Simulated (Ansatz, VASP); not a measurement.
## One calculation of KF, two programs

INCAR

```
SYSTEM = KF
PREC     = Accurate       ! precision mode
ENCUT    = 520            ! plane-wave cutoff, eV
EDIFF    = 1E-6           ! SCF threshold, eV
ISMEAR   = 0              ! smearing method
SIGMA    = 0.05           ! smearing width, eV
LREAL    = .False.        ! projectors in reciprocal space
LASPH    = .True.         ! aspherical terms in the spheres
NELM     = 100            ! most SCF steps
ALGO     = Normal         ! electronic algorithm
ISIF     = 2              ! what is computed and relaxed
LWAVE    = .False.        ! write WAVECAR
LCHARG   = .False.        ! write CHGCAR
GGA      = PE             ! functional
NBANDS   = 15             ! bands
```

The input KPOINTS:

```
regular mesh
0
Gamma
  8 8 8
  0 0 0
```

File POSCAR:

```
KF
1.0
    0.6516780330      3.0358659586      3.0358659586
    3.0358659586      0.6516780330      3.0358659586
    3.0358659586      3.0358659586      0.6516780330
K F
1 1
Direct
    0.0000000000      0.0000000000      0.0000000000
    0.5000000000      0.5000000000      0.5000000000
```

Input for Ansatz:

```yaml
crystal:
  lattice:
    - [0.651678033, 3.0358659586, 3.0358659586]
    - [3.0358659586, 0.651678033, 3.0358659586]
    - [3.0358659586, 3.0358659586, 0.651678033]
  atoms:
    - { symbol: K, position: [0.0, 0.0, 0.0] }
    - { symbol: F, position: [0.5, 0.5, 0.5] }
basis:
  ecutwfc: 420
kpoints:
  mp_grid: { grid: [8, 8, 8] }
hamiltonian:
  xc: pbe
scf:
  occupations: { method: gaussian, width: 0.05 }
output:
  forces: true
  stress: true
  eigenvalues: true
  write_density: true
  write_potential: true
  elf: true
  volumetric_format: npy
```

Alike in both runs: task single point; functional PBE; k mesh 8 × 8 × 8; occupations gaussian, width 0.05 eV; no spin polarisation.

|  | VASP | Ansatz |
| --- | --- | --- |
| version | VASP 6.6.1 | Ansatz 0.2.0 |
| potentials or method | VASP PAW PBE potentials, release 64 (K_sv, F), cutoff 520 eV | scalar-relativistic, plane waves, PAW |
| valence electrons in the cell | 16 | 16 |

```csv
,VASP,Ansatz,Ansatz less VASP
gap on the k mesh at the Fermi level (eV),5.12,5.14,+0.015
least direct gap on the mesh (eV),5.12,5.14,+0.015
pressure (GPa),-0.3,-0.3,0.00
"traceless stress, the component that is largest in VASP (GPa)",-5.81,-5.84,-0.025
```
